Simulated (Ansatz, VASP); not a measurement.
# FeO: VASP beside Ansatz

INCAR

```
SYSTEM = FeO
PREC = Accurate ; ENCUT = 700
EDIFF = 1E-6 ; ISMEAR = -1
SIGMA = 0.05 ; LREAL = .FALSE.
LASPH = .TRUE. ; NELM = 200
ALGO = Normal ; ISIF = 2
LWAVE = .FALSE. ; LCHARG = .FALSE.
ISPIN = 2 ; MAGMOM = 3 0
LORBIT = 11 ; LMAXMIX = 4
GGA = PS ; NBANDS = 22
GGA_COMPAT = .FALSE.
```

The input KPOINTS:

```
Automatic mesh
0
G
  11 11 11
  0 0 0
```

POSCAR

```
FeO
1.0
    1.5086271663      0.8710063006      2.5026668604
   -1.5086271663      0.8710063006      2.5026668604
    0.0000000000     -1.7420126011      2.5026668604
Fe O
1 1
Direct
    0.0000000000      0.0000000000      0.0000000000
    0.5000000000      0.5000000000      0.5000000000
```

Contents of input.yaml:

```yaml
crystal:
  lattice:
    - [1.5086271663, 0.8710063006, 2.5026668604]
    - [-1.5086271663, 0.8710063006, 2.5026668604]
    - [0.0, -1.7420126011, 2.5026668604]
  atoms:
    - { symbol: Fe, position: [0.0, 0.0, 0.0], spin: 3.0 }
    - { symbol: O, position: [0.5, 0.5, 0.5] }
hamiltonian:
  xc: pbesol
  pseudopotentials: { kind: paw }
magnetization:
  spin_polarized: true
kpoints:
  mp_grid: { grid: [11, 11, 11] }
scf:
  occupations: { method: fermi_dirac, width: 0.05 }
output:
  forces: true
  stress: true
  eigenvalues: true
  write_density: true
  write_potential: true
  elf: true
  volumetric_format: npy
```

Alike in both runs: task single point; functional PBEsol; k mesh 11 × 11 × 11; occupations fermi-dirac, width 0.05 eV; collinear spin.

|  | VASP | Ansatz |
| --- | --- | --- |
| version | VASP 6.6.1 | Ansatz 0.2.0 |
| potentials or method | VASP PAW PBE potentials, release 64 (Fe_sv, O) | Ansatz PAW |
| plane-wave cutoff (eV) | 700 | 420 |
| valence electrons in the cell | 22 | 22 |

```csv
,VASP,Ansatz,Ansatz less VASP
gap on the k mesh at the Fermi level (eV),none,none,-
pressure (GPa),-7.0,-6.0,+1.05
"traceless stress, the component that is largest in VASP (GPa)",-0.64,-0.62,+0.019
net moment per atom (μB),2.00,2.00,0.000
size of the moment on the site where the two differ most (μB),3.47,3.43,-0.033
```

VASP's potentials were made for PBE, not for PBEsol. Site moments also hang on the region over which each program counts them. A gap of «none» marks a metal or a gap that the smearing closes.
